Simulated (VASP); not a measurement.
# LiH (Fm-3m) in VASP: a series of runs, part 2 of 2

VASP 6.6.1. Earlier steps stand in the parts before.

## Step 3: Single point, PBEsol

This run uses another cell than the first one, of 6.48 Å³/atom, 1.239 times its volume.

Input file INCAR:

```
  PREC = Accurate
  ENCUT = 520
  EDIFF = 1E-6
  ISMEAR = -1
  SIGMA = 0.05
  LREAL = False
  LASPH = True
  NELM = 80
  ALGO = Normal
  ISIF = 2
  LWAVE = False
  LCHARG = True
  GGA = PS
  LELF = True
  LVHAR = True
  NBANDS = 9
```

Input file KPOINTS:

```
Automatic mesh
0
Gamma
  11 11 11
```

Input file POSCAR:

```
LiH
1.0
    0.0000000000      1.8643011136      1.8643011136
    1.8643011136      0.0000000000      1.8643011136
    1.8643011136      1.8643011136      0.0000000000
Li H
1 1
Direct
    0.0000000000      0.0000000000      0.0000000000
    0.5000000000      0.5000000000      0.5000000000
```

Potentials or basis: VASP PAW PBE potentials, release 64 (Li_sv, H).

On the command line:

```
> cat potpaw_PBE.64/Li_sv/POTCAR potpaw_PBE.64/H/POTCAR > POTCAR
> mpirun -np 1 vasp_std > vasp.out
```

OUTCAR:

```text
PREC = Accurate
   ENCUT = 520
   EDIFF = 1E-6
   ISMEAR = -1
   LREAL = False
   LASPH = True
   NELM = 80
   ISIF = 2
   GGA = PS

 ion  position               nearest neighbor table
   1  0.000  0.000  0.000-
   2  0.500  0.500  0.500-

  LATTYP: Found a face centered cubic cell.
 ALAT       =     3.7286022272

  Lattice vectors:

 A1 = (   0.0000000000,   1.8643011136,   1.8643011136)
 A2 = (   1.8643011136,   0.0000000000,   1.8643011136)
 A3 = (   1.8643011136,   1.8643011136,   0.0000000000)

Analysis of symmetry for initial positions (statically):
=====================================================================
 Subroutine PRICEL returns:
 Original cell was already a primitive cell.

 Routine SETGRP: Setting up the symmetry group for a
 face centered cubic supercell.

 Subroutine GETGRP returns: Found 48 space group operations
 (whereof 48 operations were pure point group operations)
 out of a pool of 48 trial point group operations.

The static configuration has the point symmetry O_h .

Analysis of symmetry for dynamics (positions and initial velocities):
=====================================================================
 Subroutine PRICEL returns:
 Original cell was already a primitive cell.

 Routine SETGRP: Setting up the symmetry group for a
 face centered cubic supercell.

 Subroutine GETGRP returns: Found 48 space group operations
 (whereof 48 operations were pure point group operations)
 out of a pool of 48 trial point group operations.

The dynamic configuration has the point symmetry O_h .

 Subroutine INISYM returns: Found 48 space group operations
 (whereof 48 operations are pure point group operations),
 and found     1 'primitive' translations

----------------------------------------------------------------------------------------
[... 114 lines left out ...]
  volume/ion in A,a.u.               =       6.48        43.73
  Fermi-wavevector in a.u.,A,eV,Ry     =   1.106374  2.090744 16.654405  1.224064
  Thomas-Fermi vector in A             =   2.242874
   LORBIT       =      0    0 simple, 1 ext, 2 COOP (PROOUT), +10 PAW based schemes
   GGA     = PS    functional components
   LHFCALC =     F    Hartree Fock is set to
   AEXX    =    0.0000 exact exchange contribution
   IVDW    =     0    specifies the selected vdW correction
   LEPSILON=     F    determine dielectric tensor
   LRPA    =     F    only Hartree local field effects (RPA)
 non-spin polarized calculation
  energy-cutoff  :      520.00
  volume of cell :       12.96
 maximum number of plane-waves:       355
   NGX =  9   NGY =  9   NGZ =  9

 number of electron       4.0000010 magnetization

 Free energy of the ion-electron system (eV)
  ---------------------------------------------------
  ext. energy  EPLUGINS =         0.00000000
  ---------------------------------------------------
  free energy    TOTEN  =        -6.04090027 eV

  energy without entropy =       -6.04090027  energy(sigma->0) =       -6.04090027

 E-fermi :   2.3393     XC(G=0):  -9.3364

 val. band max:        1.2336327260   @ k =  -0.4545   0.4545   0.0000
 cond. band min:       3.9982646817   @ k =  -0.4545   0.4545   0.0000
 fundamental gap:      2.7646319557
 Fermi energy:         2.3392691306

 k-point     1 :       0.0000    0.0000    0.0000
  band No.  band energies     occupation
      1     -42.3194      2.00000
      2      -5.0861      2.00000
      3      20.4346      0.00000
      4      21.3053      0.00000
      5      21.3053      0.00000
      6      21.3054      0.00000
      7      26.4142      0.00000
      8      26.4142      0.00000
      9      26.4142      0.00000
[... 265 lines left out ...]
 k-point    24 :      -0.1818    0.1818    0.0000
  band No.  band energies     occupation
      1     -42.2464      2.00000
      2      -3.4602      2.00000
      3      12.3474      0.00000
      4      13.0041      0.00000
      5      19.5668      0.00000
      6      20.9253      0.00000
      7      25.4174      0.00000
      8      27.4464      0.00000
      9      29.2718      0.00000

 [... further k-points ...]

------------------------ aborting loop because EDIFF is reached ----------------------------------------

  FORCE on cell =-STRESS in cart. coord.  units (eV):
  Direction    XX          YY          ZZ          XY          YZ          ZX
  --------------------------------------------------------------------------------------
  -------------------------------------------------------------------------------------
  Total        0.8046659      0.8046659      0.8046659      0.0000000      0.0000000      0.0000000
  in kB       99.4828075     99.4828075     99.4828075      0.0000000      0.0000000      0.0000000
  external PRESSURE =      99.4828075 kB  Pullay stress =       0.0000000 kB

 VOLUME and BASIS-vectors are now :
 -----------------------------------------------------------------------------
  energy-cutoff  :      520.00
  volume of cell :       12.96
      direct lattice vectors                 reciprocal lattice vectors
     0.000000000  1.864301114  1.864301114    -0.268197018  0.268197018  0.268197018
     1.864301114  0.000000000  1.864301114     0.268197018 -0.268197018  0.268197018
     1.864301114  1.864301114  0.000000000     0.268197018  0.268197018 -0.268197018

 POSITION                                       TOTAL-FORCE (eV/Angst)
 -----------------------------------------------------------------------------------
      0.00000      0.00000      0.00000         0.000000      0.000000     -0.000000
      1.86430      1.86430      1.86430        -0.000000     -0.000000      0.000000
 -----------------------------------------------------------------------------------
    total drift:                                0.000000     -0.000000     -0.000000

  FREE ENERGIE OF THE ION-ELECTRON SYSTEM (eV)
  ---------------------------------------------------
  free  energy   TOTEN  =        -6.0409002663 eV

  energy  without entropy=       -6.0409002663  energy(sigma->0) =       -6.04090027
```

OSZICAR:

```text
N       E                     dE             d eps       ncg     rms          rms(c)
DAV:   1    -0.151527150427E+01   -0.15153E+01   -0.15241E+03  1017   0.429E+02
DAV:   2    -0.622914410419E+01   -0.47139E+01   -0.46788E+01  1462   0.571E+01
DAV:   3    -0.628196610341E+01   -0.52822E-01   -0.52812E-01  1217   0.501E+00
DAV:   4    -0.628209235910E+01   -0.12626E-03   -0.12624E-03  1411   0.239E-01
DAV:   5    -0.628209281514E+01   -0.45603E-06   -0.45599E-06  1166   0.872E-03    0.285E+00
DAV:   6    -0.610174448620E+01    0.18035E+00   -0.13753E-01  1113   0.121E+00    0.145E+00
DAV:   7    -0.603962169517E+01    0.62123E-01   -0.18102E-01  1155   0.154E+00    0.222E-01
DAV:   8    -0.604088204681E+01   -0.12604E-02   -0.33248E-03  1118   0.436E-01    0.368E-02
DAV:   9    -0.604089081704E+01   -0.87702E-05   -0.11480E-04  1348   0.585E-02    0.496E-03
DAV:  10    -0.604089977406E+01   -0.89570E-05   -0.43522E-06  1162   0.165E-02    0.244E-03
DAV:  11    -0.604090026631E+01   -0.49224E-06   -0.19455E-07  1186   0.273E-03
   1 F= -.60409003E+01 E0= -.60409003E+01  d E =-.528319E-11
```

stdout:

```text
POSCAR found type information on POSCAR LiH
 POSCAR found :  2 types and       2 ions
 scaLAPACK will be used
 -----------------------------------------------------------------------------
|                                                                             |
|                                                                             |
|     You enforced a specific xc type in the INCAR file but a different       |
|     I HOPE YOU KNOW WHAT YOU ARE DOING!                                     |
|                                                                             |
 -----------------------------------------------------------------------------

 LDA part: xc-table for (Slater+PW92), standard interpolation
 POSCAR, INCAR and KPOINTS ok, starting setup
 FFT: planning ... GRIDC
 FFT: planning ... GRID_SOFT
 FFT: planning ... GRID
 WAVECAR not read
 entering main loop
```

Run time: 11 s. Hardware: 1 thread of AMD EPYC 7R43 (Zen 3), shared host; peak memory 0.08 GiB.

What came out:

```yaml
Free_energy: -6.0409 eV
Band_gap_on_the_k_mesh: 2.76 eV, direct
```

Caveat: the cutoff is under 1.25 times the usual one of these potentials, so pressure, stress and relaxed cells hold a basis-set (Pulay) error; the PAW data sets were made with another functional, which shifts forces and pressure a little. A k mesh can miss the band edges.

## Step 4: Single point, PBEsol

This run uses another cell than the first one, of 7.04 Å³/atom, 1.346 times its volume.

Input file INCAR:

```
SYSTEM = LiH
ALGO = Normal
EDIFF = 1E-6
ENCUT = 520
GGA = PS
ISIF = 2
ISMEAR = -1
LASPH = .TRUE.
LCHARG = .FALSE.
LREAL = .FALSE.
LWAVE = .FALSE.
NBANDS = 9
NELM = 80
PREC = Accurate
SIGMA = 0.05
```

Input file KPOINTS:

```
k-points
0
G
  11 11 11
  0 0 0
```

Input file POSCAR:

```
LiH
1.0
    0.0000000000      1.9166656891      1.9166656891
    1.9166656891      0.0000000000      1.9166656891
    1.9166656891      1.9166656891      0.0000000000
Li H
1 1
Direct
    0.0000000000      0.0000000000      0.0000000000
    0.5000000000      0.5000000000      0.5000000000
```

On the command line:

```
> cat potpaw_PBE.64/Li_sv/POTCAR potpaw_PBE.64/H/POTCAR > POTCAR
> mpirun -np 1 vasp_std > vasp.out
```

It took 9.7 s on 1 thread of AMD EPYC 7R43 (Zen 3), shared host; peak memory 0.08 GiB.

Results (log left out):

```
Free energy            : -6.0945 eV
Band gap on the k mesh : 2.84 eV, direct
```

Levels at points of the mesh, in eV from the valence-band top:
```csv
k point,band 1,band 2,band 3,band 4,band 5,band 6
"(0.00, 0.00, 0.00)",-43.57,-6.00,17.98,19.17,19.17,19.17
```

Caveat: the cutoff is under 1.25 times the usual one of these potentials, so pressure, stress and relaxed cells hold a basis-set (Pulay) error; the PAW data sets were made with another functional, which shifts forces and pressure a little. A k mesh can miss the band edges.

## Step 5: Single point, PBEsol

This run uses another cell than the first one, of 7.87 Å³/atom, 1.505 times its volume.

Input file INCAR:

```
SYSTEM = LiH
PREC = Accurate
ENCUT = 520
EDIFF = 1E-7
ISMEAR = -1
SIGMA = 0.05
LREAL = .False.
LASPH = .True.
NELM = 100
ALGO = Normal
ISIF = 2
LWAVE = .False.
LCHARG = .False.
GGA = PS
NBANDS = 9
```

Input file KPOINTS:

```
Automatic mesh
0
Gamma
  11 11 11
  0 0 0
```

Input file POSCAR:

```
LiH
1.0
    0.0000000000      1.9894016815      1.9894016815
    1.9894016815      0.0000000000      1.9894016815
    1.9894016815      1.9894016815      0.0000000000
Li H
1 1
Direct
    0.0000000000      0.0000000000      0.0000000000
    0.5000000000      0.5000000000      0.5000000000
```

On the command line:

```
> cat potpaw_PBE.64/Li_sv/POTCAR potpaw_PBE.64/H/POTCAR > POTCAR
> mpirun -np 1 vasp_std > vasp.out
```

It took 14 s on 1 thread of AMD EPYC 7R43 (Zen 3), shared host; peak memory 0.09 GiB.

It converged, with:

```
Free energy            : -6.1204 eV
Band gap on the k mesh : 2.93 eV, direct
```

Levels at points of the mesh, in eV from the valence-band top:
```csv
k point,band 1,band 2,band 3,band 4,band 5,band 6
"(0.00, 0.00, 0.00)",-43.64,-5.58,16.44,18.00,18.00,18.00
```

Caveat: the cutoff is under 1.25 times the usual one of these potentials, so pressure, stress and relaxed cells hold a basis-set (Pulay) error; the PAW data sets were made with another functional, which shifts forces and pressure a little. As with any semilocal functional, this PBEsol gap is likely too small.

## Step 6: Summary

```tsv
cell	gap on the mesh (eV)
a = 2.455 Å, angles 60.0°, 2 atoms	2.49
a = 2.637 Å, angles 60.0°, 2 atoms	2.76
a = 2.711 Å, angles 60.0°, 2 atoms	2.84
a = 2.813 Å, angles 60.0°, 2 atoms	2.93
```

Alike in all rows: task single point; level PBEsol; potentials or basis VASP PAW PBE potentials, release 64 (Li_sv, H); no spin polarisation; k mesh 11 × 11 × 11; cutoff (eV) 520; smearing fermi-dirac 0.05 eV.

Caveats: the cutoff is under 1.25 times the usual one of these potentials, so pressure, stress and relaxed cells hold a basis-set (Pulay) error; the PAW data sets were made with another functional, which shifts forces and pressure a little.

Absolute energies hang on the potentials; compare differences alone.
